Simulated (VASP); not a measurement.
## PrBe3Si: single point with PBE

PrBe3Si:

```
Pr Be Si
1.0
    -1.93679    1.93679    4.60438
     1.93679   -1.93679    4.60438
     1.93679    1.93679   -4.60438
Pr Be Si
1 3 1
Direct
  0.02100 0.02100 0.00000
  0.39434 0.39434 0.00000
  0.27673 0.77673 0.50000
  0.77673 0.27673 0.50000
  0.64620 0.64620 0.00000
```

- Program: VASP 6.6.1
- Task: single point
- Functional: PBE
- Potentials or basis: VASP PAW PBE potentials, release 64 (Pr_3, Be, Si), 4f in core
- Cutoff: 600 eV
- k mesh: 12 × 12 × 12
- Occupations: gaussian, width 0.1 eV
- Spin: no spin polarisation

| Quantity | Value |
| --- | --- |
| Pressure | 6.8 GPa |
| Largest force | 0.010 eV/Å |
| Band gap on the k mesh | zero (an odd number of electrons rules out a gap without spin polarisation) |

Forces in eV/Å, atoms in the order of the input:
```
Pr   0.000  0.000  0.006
Be   0.000  0.000 -0.005
Be   0.000  0.000  0.004
Be   0.000  0.000  0.004
Si   0.000  0.000 -0.010
```

Stress tensor (GPa, compression positive):
```
6.80 0.00 0.00
0.00 6.80 0.00
0.00 0.00 6.69
```

Levels at points of the mesh, in eV from the Fermi level:
```tsv
k point	band 9	band 10	band 11	band 12	band 13	band 14
(0.00, 0.00, 0.00)	-2.45	-1.03	1.78	1.78	2.45	3.17
(0.50, 0.00, 0.00)	-1.77	0.09	0.68	0.79	1.74	3.16
(0.50, 0.50, 0.00)	-3.08	-1.72	-0.78	3.76	4.88	4.89
(0.50, 0.50, 0.50)	-1.23	0.53	1.37	1.76	1.76	3.65
```

It took 3.6 min on 1 thread of Intel(R) Xeon(R) 6975P-C (Granite Rapids) (shared host), peak memory 0.51 GiB.

Caveat: the cell stands under pressure; spin-orbit coupling is left out, which moves the levels of the heavy elements; the 4f electrons are frozen in the core, so they carry no moment and show no levels. Spin polarisation is off, so any magnetic state and its effect on volume and gap are missing.
